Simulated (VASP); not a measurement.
# C (R-3m) in VASP: notebook

The runs below take C through single point, relaxation of the atoms, with PBE+D3(BJ).

All numbers are computed with VASP 6.6.1; they aren't measurements. Logs are shortened: lines on timing, memory, paths and dates and some standing lists are left out, and cuts for length are marked.

### 1 The cell of the first run

Symmetry: R-3m, No. 166, trigonal system. The conventional cell has a = 2.469 Å, b = 2.469 Å, c = 11.013 Å, α = 90.00°, β = 90.00°, γ = 120.00°. C (site symmetry 3m) has 3 C at 1.43 Å within 1.9 Å.

### 2 Single point, PBE+D3(BJ), collinear spin

INCAR

```
PREC = Accurate
ENCUT = 520
EDIFF = 1E-7
ISMEAR = 0
SIGMA = 0.02
LREAL = False
LASPH = True
NELM = 150
ALGO = Normal
ISIF = 2
LWAVE = False
LCHARG = False
ISPIN = 2
MAGMOM = 1 2
LORBIT = 11
GGA = PE
IVDW = 12
NBANDS = 15
```

KPOINTS

```
Automatic mesh
0
Gamma
  12 12 12
```

POSCAR

```
C
1.0
    1.2346121954      0.7128036834      3.6709613201
   -1.2346121954      0.7128036834      3.6709613201
    0.0000000000     -1.4256073668      3.6709613201
C
2
Direct
    0.8333725149      0.8333725149      0.8333725149
    0.1666274851      0.1666274851      0.1666274851
```

Potentials or basis: VASP PAW PBE potentials, release 64 (C).

Run with:

```console
cat potpaw_PBE.64/C/POTCAR > POTCAR
mpirun -np 1 vasp_std > vasp.out
```

OUTCAR:

```text
PREC = Accurate
   ENCUT = 520
   EDIFF = 1E-7
   ISMEAR = 0
   LREAL = False
   LASPH = True
   NELM = 150
   ISIF = 2
   ISPIN = 2
   LORBIT = 11
   GGA = PE
   IVDW = 12
 IVDW          = 12

 ion  position               nearest neighbor table
   1  0.833  0.833  0.833-   2 1.43   2 1.43   2 1.43
   2  0.167  0.167  0.167-   1 1.43   1 1.43   1 1.43

  LATTYP: Found a trigonal (rhomboedric) cell.
 ALAT       =     3.9380595955
 COS(alpha) =     0.8034257838

  Lattice vectors:

 A1 = (   1.2346121954,   0.7128036834,   3.6709613201)
 A2 = (  -1.2346121954,   0.7128036834,   3.6709613201)
 A3 = (   0.0000000000,  -1.4256073668,   3.6709613201)

Analysis of symmetry for initial positions (statically):
=====================================================================
 Subroutine PRICEL returns:
 Original cell was already a primitive cell.

 Routine SETGRP: Setting up the symmetry group for a
 trigonal (rhombohedral) supercell.

 Subroutine GETGRP returns: Found 12 space group operations
 (whereof 12 operations were pure point group operations)
 out of a pool of 12 trial point group operations.

The static configuration has the point symmetry D_3d.

Analysis of symmetry for dynamics (positions and initial velocities):
=====================================================================
 Subroutine PRICEL returns:
 Original cell was already a primitive cell.

 Routine SETGRP: Setting up the symmetry group for a
 trigonal (rhombohedral) supercell.

 Subroutine GETGRP returns: Found 12 space group operations
 (whereof 12 operations were pure point group operations)
 out of a pool of 12 trial point group operations.

The dynamic configuration has the point symmetry D_3d.

Analysis of structural, dynamic, and magnetic symmetry:
=====================================================================
 Subroutine PRICEL returns:
 Original cell was already a primitive cell.

 Routine SETGRP: Setting up the symmetry group for a
 trigonal (rhombohedral) supercell.

 Subroutine GETGRP returns: Found  6 space group operations
 (whereof  6 operations were pure point group operations)
 out of a pool of 12 trial point group operations.

The overall configuration has the point symmetry C_3v.

 Subroutine INISYM returns: Found  6 space group operations
 (whereof  6 operations are pure point group operations),
 and found     1 'primitive' translations

----------------------------------------------------------------------------------------

                                     Primitive cell

  volume of cell :      19.3835

  direct lattice vectors                    reciprocal lattice vectors
     1.234612195  0.712803683  3.670961320     0.404985470  0.233818470  0.090802736
    -1.234612195  0.712803683  3.670961320    -0.404985470  0.233818470  0.090802736
     0.000000000 -1.425607367  3.670961320     0.000000000 -0.467636940  0.090802736

  length of vectors
     3.938059596  3.938059596  3.938059596     0.476371121  0.476371121  0.476371121

  position of ions in fractional coordinates (direct lattice)
     0.833372515  0.833372515  0.833372515
     0.166627485  0.166627485  0.166627485

  ion indices of the primitive-cell ions
   primitive index   ion index
                 1           1
                 2           2

----------------------------------------------------------------------------------------

 KPOINTS: Automatic mesh

Automatic generation of k-mesh.
 Grid dimensions read from file:
 generate k-points for:   12   12   12

 Generating k-lattice:

  Cartesian coordinates                     Fractional coordinates (reciprocal lattice)
     0.033748789  0.019484873  0.007566895     0.083333333  0.000000000  0.000000000
    -0.033748789  0.019484873  0.007566895     0.000000000  0.083333333  0.000000000
     0.000000000 -0.038969745  0.007566895     0.000000000  0.000000000  0.083333333

  Length of vectors
     0.039697593  0.039697593  0.039697593

  Shift w.r.t. Gamma in fractional coordinates (k-lattice)
     0.000000000  0.000000000  0.000000000

 Subroutine IBZKPT returns following result:
[... 41 lines left out ...]
   ISTART =      0    job   : 0-new  1-cont  2-samecut
   ICHARG =      2    charge: 1-file 2-atom 10-const
   ISPIN  =      2    spin polarized calculation?
   LNONCOLLINEAR =      F non collinear calculations
   LSORBIT =      F    spin-orbit coupling
   LASPH  =      T    aspherical Exc in radial PAW
   ENCUT  =  520.0 eV  38.22 Ry    6.18 a.u.   7.32  7.32  7.32*2*pi/ulx,y,z
   NELM   =    150;   NELMIN=  2; NELMDL= -5     # of ELM steps
   EDIFF  = 0.1E-06   stopping-criterion for ELM
   LREAL  =      F    real-space projection
   EDIFFG = 0.1E-05   stopping-criterion for IOM
   NSW    =      0    number of steps for IOM
   IBRION =     -1    ionic relax: 0-MD 1-quasi-New 2-CG
   NFREE  =      0    steps in history (QN), initial steepest desc. (CG)
   ISIF   =      2    stress and relaxation
   ISYM   =      2    0-nonsym 1-usesym 2-fastsym
   POTIM  = 0.5000    time-step for ionic-motion
   TEBEG  =    0.0;   TEEND  =   0.0 temperature during run
   PSTRESS=    0.0 pullay stress
   NELECT =       8.0000    total number of electrons
   NUPDOWN=      -1.0000    fix difference up-down
   EMIN   =  10.00;   EMAX   =-10.00  energy-range for DOS
   EFERMI =   0.00;   METHOD = LEGACY
   ISMEAR =     0;   SIGMA  =   0.02  broadening in eV -4-tet -1-fermi 0-gaus
   EFERMI_NEDOS =   21; number of points for ismear=-14 and -15
   IALGO  =     38    algorithm
   IMIX   =      4    mixing-type and parameters
     AMIX     =   0.40;   BMIX     =  1.00
     AMIX_MAG =   1.60;   BMIX_MAG =  1.00
  volume/ion in A,a.u.               =       9.69        65.40
  Fermi-wavevector in a.u.,A,eV,Ry     =   1.218880  2.303349 20.213749  1.485669
  Thomas-Fermi vector in A             =   2.354151
   LORBIT       =     11    0 simple, 1 ext, 2 COOP (PROOUT), +10 PAW based schemes
   GGA     = PE    functional components
   LHFCALC =     F    Hartree Fock is set to
   AEXX    =    0.0000 exact exchange contribution
   IVDW    =    12    specifies the selected vdW correction
   LEPSILON=     F    determine dielectric tensor
   LRPA    =     F    only Hartree local field effects (RPA)
 spin polarized calculation
 Gauss-broadening in eV      SIGMA  =   0.02
  energy-cutoff  :      520.00
  volume of cell :       19.38
 maximum number of plane-waves:       534
 NGX is ok and might be reduce to    30
   NGX = 15   NGY = 15   NGZ = 15

 number of electron       8.0000000 magnetization       0.0000021

 number of electron       8.0000000 magnetization      -0.0000068

 Free energy of the ion-electron system (eV)
  ---------------------------------------------------
  ext. energy  EPLUGINS =         0.00000000
  ---------------------------------------------------
  free energy    TOTEN  =       -18.44214091 eV

  energy without entropy =      -18.44214091  energy(sigma->0) =      -18.44214091

 E-fermi :   3.8843     XC(G=0):  -9.6963

 val. band max:        3.7075141873   @ k =  -0.3333   0.3333   0.0000
 cond. band min:       4.0877261794   @ k =  -0.3333   0.3333   0.0000
 fundamental gap:      0.3802119922
 Fermi energy:         3.8843339592

 spin component 1

 k-point     1 :       0.0000    0.0000    0.0000
  band No.  band energies     occupation
      1     -15.6539      1.00000
      2      -3.0460      1.00000
      3       0.8673      1.00000
      4       0.8673      1.00000
      5       7.5842      0.00000
      6      12.2017      0.00000
      7      12.2017      0.00000
      8      15.2339      0.00000
      9      16.3596      0.00000
     10      26.2525      0.00000
     11      26.4635      0.00000
     12      31.4738      0.00000
     13      31.4738      0.00000
     14      34.5961      0.00000
[... 403 lines left out ...]
      4       2.3130      1.00000
      5       5.4564      0.00000
      6      13.9109      0.00000
      7      15.1266      0.00000
      8      16.0365      0.00000
      9      18.7453      0.00000
     10      22.4116      0.00000
     11      26.0745      0.00000
     12      27.0823      0.00000
     13      27.9386      0.00000
     14      32.5090      0.00000
     15      33.2463      0.00000

 [... further k-points ...]

 spin component 2

 k-point     1 :       0.0000    0.0000    0.0000
  band No.  band energies     occupation
      1     -15.6539      1.00000
      2      -3.0461      1.00000
      3       0.8673      1.00000
      4       0.8673      1.00000
      5       7.5842      0.00000
      6      12.2017      0.00000
      7      12.2017      0.00000
      8      15.2339      0.00000
      9      16.3596      0.00000
     10      26.2525      0.00000
     11      26.4634      0.00000
     12      31.4737      0.00000
     13      31.4737      0.00000
     14      34.5961      0.00000
[... 403 lines left out ...]
      4       2.3130      1.00000
      5       5.4564      0.00000
      6      13.9109      0.00000
      7      15.1266      0.00000
      8      16.0365      0.00000
      9      18.7453      0.00000
     10      22.4116      0.00000
     11      26.0745      0.00000
     12      27.0823      0.00000
     13      27.9386      0.00000
     14      32.5090      0.00000
     15      33.2463      0.00000

 [... further k-points ...]

------------------------ aborting loop because EDIFF is reached ----------------------------------------

 Edisp (eV)   -0.28053

 E8    (eV) :    -0.0786

  FORCE on cell =-STRESS in cart. coord.  units (eV):
  Direction    XX          YY          ZZ          XY          YZ          ZX
  --------------------------------------------------------------------------------------
  -------------------------------------------------------------------------------------
  Total      -0.13846    -0.13846    -0.22621     0.00000     0.00000     0.00000
  in kB     -11.44470   -11.44470   -18.69754     0.00000     0.00000     0.00000
  external pressure =      -13.86 kB  Pullay stress =        0.00 kB

 VOLUME and BASIS-vectors are now :
 -----------------------------------------------------------------------------
  energy-cutoff  :      520.00
  volume of cell :       19.38
      direct lattice vectors                 reciprocal lattice vectors
     1.234612195  0.712803683  3.670961320     0.404985470  0.233818470  0.090802736
    -1.234612195  0.712803683  3.670961320    -0.404985470  0.233818470  0.090802736
     0.000000000 -1.425607367  3.670961320     0.000000000 -0.467636940  0.090802736

 POSITION                                       TOTAL-FORCE (eV/Angst)
 -----------------------------------------------------------------------------------
      0.00000      0.00000      9.17783         0.000000      0.000000     -0.000579
      0.00000      0.00000      1.83505         0.000000      0.000000      0.000579
 -----------------------------------------------------------------------------------
    total drift:                                0.000000      0.000000      0.000002

  FREE ENERGIE OF THE ION-ELECTRON SYSTEM (eV)
  ---------------------------------------------------
  free  energy   TOTEN  =       -18.7226666918 eV

  energy  without entropy=      -18.7226666918  energy(sigma->0) =      -18.72266669

 total charge

# of ion       s       p       d       tot
------------------------------------------
    1        0.862   1.782   0.000   2.644
    2        0.862   1.782   0.000   2.644
--------------------------------------------------
tot          1.724   3.565   0.000   5.289

 magnetization (x)

# of ion       s       p       d       tot
------------------------------------------
    1       -0.000  -0.000   0.000  -0.000
    2       -0.000   0.000   0.000   0.000
--------------------------------------------------
tot         -0.000   0.000   0.000  -0.000
```

Run time: 96 s. Hardware: 1 thread of Intel Xeon 6975P-C (Granite Rapids), shared host; peak memory 0.23 GiB.

What came out:

```
Free energy                                           : -18.7227 eV
Pressure                                              : -1.4 GPa
Net moment                                            : 0.00 μB per cell
Valence electrons inside the program's atomic spheres : C 2.64
Dispersion energy per atom                            : -0.140 eV
```

Stress tensor (GPa, compression positive):
```
-1.14  0.00  0.00
 0.00 -1.14  0.00
 0.00  0.00 -1.87
```

### 3 Relaxation of the atoms, PBE+D3(BJ)

This run uses another cell than the first one, of 8.74 Å³/atom.

INCAR

```
ALGO     = Normal         # electronic algorithm
EDIFF    = 1E-7           # SCF threshold, eV
EDIFFG   = -0.01          # ionic threshold
ENCUT    = 520            # plane-wave cutoff, eV
GGA      = PE             # functional
IBRION   = 2              # ionic algorithm
ISIF     = 2              # what is computed and relaxed
ISMEAR   = 0              # smearing method
IVDW     = 12             # dispersion correction
LASPH    = True           # aspherical terms in the spheres
LCHARG   = False          # write CHGCAR
LREAL    = False          # projectors in reciprocal space
LWAVE    = False          # write WAVECAR
NELM     = 60             # most SCF steps
NSW      = 60             # ionic steps
PREC     = Accurate       # precision mode
SIGMA    = 0.02           # smearing width, eV
```

KPOINTS

```
k-points
0
Gamma
  12 12 12
```

POSCAR

```
C
1.0
    1.2280287114      0.7090027071      3.3470114498
   -1.2280287114      0.7090027071      3.3470114498
    0.0000000000     -1.4180054142      3.3470114498
C
2
Direct
    0.8360000000      0.8360000000      0.8360000000
    0.1640000000      0.1640000000      0.1640000000
```

Potentials or basis: VASP PAW PBE potentials, release 64 (C).

Run with:

```console
cat potpaw_PBE.64/C/POTCAR > POTCAR
mpirun -np 1 vasp_std > vasp.out
```

It took 35 s on 1 thread of Intel Xeon 6975P-C (Granite Rapids), shared host; peak memory 0.17 GiB.

It converged, with:

| Quantity | Value |
| --- | --- |
| Free energy | -18.7317 eV |
| Energy gained by relaxing | 11.1 meV/atom |
| Ionic steps | 3 |
| Pressure after relaxing | 3.7 GPa |
| Dispersion energy per atom | -0.157 eV |

Stress tensor (GPa, compression positive):
```
 5.64  0.00  0.00
 0.00  5.64  0.00
 0.00  0.00 -0.06
```

The path:
```
step  energy change (eV)  largest force (eV/Å)  pressure (GPa)
   1              0.0000                0.8548            3.55
   2             -0.0145                0.5039            3.70
   3             -0.0222                0.0004            3.74
```

Final structure:
```yaml
crystal:
  lattice:
    - [1.22803, 0.70900, 3.34701]
    - [-1.22803, 0.70900, 3.34701]
    - [0.00000, -1.41801, 3.34701]
  atoms:
    - { symbol: C, position: [0.83342, 0.83342, 0.83342] }
    - { symbol: C, position: [0.16658, 0.16658, 0.16658] }
```
